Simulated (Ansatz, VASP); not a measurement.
## One calculation of AlRu, two programs

INCAR

```
SYSTEM = AlRu
PREC     = Accurate       ! precision mode
ENCUT    = 520            ! plane-wave cutoff, eV
EDIFF    = 1E-6           ! SCF threshold, eV
ISMEAR   = 0              ! smearing method
SIGMA    = 0.15           ! smearing width, eV
LREAL    = .False.        ! projectors in reciprocal space
LASPH    = .True.         ! aspherical terms in the spheres
NELM     = 60             ! most SCF steps
ALGO     = Fast           ! electronic algorithm
ISIF     = 2              ! what is computed and relaxed
LWAVE    = .False.        ! write WAVECAR
LCHARG   = .False.        ! write CHGCAR
GGA      = PE             ! functional
NBANDS   = 16             ! bands
```

The input KPOINTS:

```
Automatic mesh
0
Gamma
  16 16 16
  0 0 0
```

POSCAR

```
AlRu
1.0
    2.9467260000      0.0000000000      0.0000000000
    0.0000000000      2.9467260000      0.0000000000
    0.0000000000      0.0000000000      3.0813480000
Al Ru
1 1
Direct
    0.0000000000      0.0000000000      0.0000000000
    0.5000000000      0.5000000000      0.5000000000
```

Input for Ansatz:

```yaml
crystal:
  lattice:
    - [2.946726, 0.0, 0.0]
    - [0.0, 2.946726, 0.0]
    - [0.0, 0.0, 3.081348]
  atoms:
    - { symbol: Al, position: [0.0, 0.0, 0.0] }
    - { symbol: Ru, position: [0.5, 0.5, 0.5] }
basis:
  ecutwfc: 420
kpoints:
  mp_grid: { grid: [16, 16, 16] }
hamiltonian:
  xc: pbe
scf:
  occupations: { method: gaussian, width: 0.15 }
output:
  forces: true
  stress: true
  eigenvalues: true
```

Change from the starting cell: strain -0.015 along x and y, +0.030 along z, atoms carried along.

Alike in both runs: task single point; functional PBE; k mesh 16 × 16 × 16; occupations gaussian, width 0.15 eV; no spin polarisation.

```csv
,VASP,Ansatz
version,VASP 6.6.1,Ansatz 0.2.0
potentials or method,"VASP PAW PBE potentials, release 64 (Al, Ru_pv), cutoff 520 eV","scalar-relativistic, plane waves, PAW"
valence electrons in the cell,17,19
```

```csv
,VASP,Ansatz,Ansatz less VASP
gap on the k mesh at the Fermi level (eV),none,none,-
pressure (GPa),2.9,3.0,+0.06
"traceless stress, the component that is largest in VASP (GPa)",-4.96,-4.94,+0.016
```

A gap of «none» marks a metal or a gap that the smearing closes. With one functional, cell and mesh, what is left measures potentials, basis and numerics. VASP's potentials hold 17 valence electrons a cell and Ansatz's 19, so a difference there can come from the potentials and not from the codes.
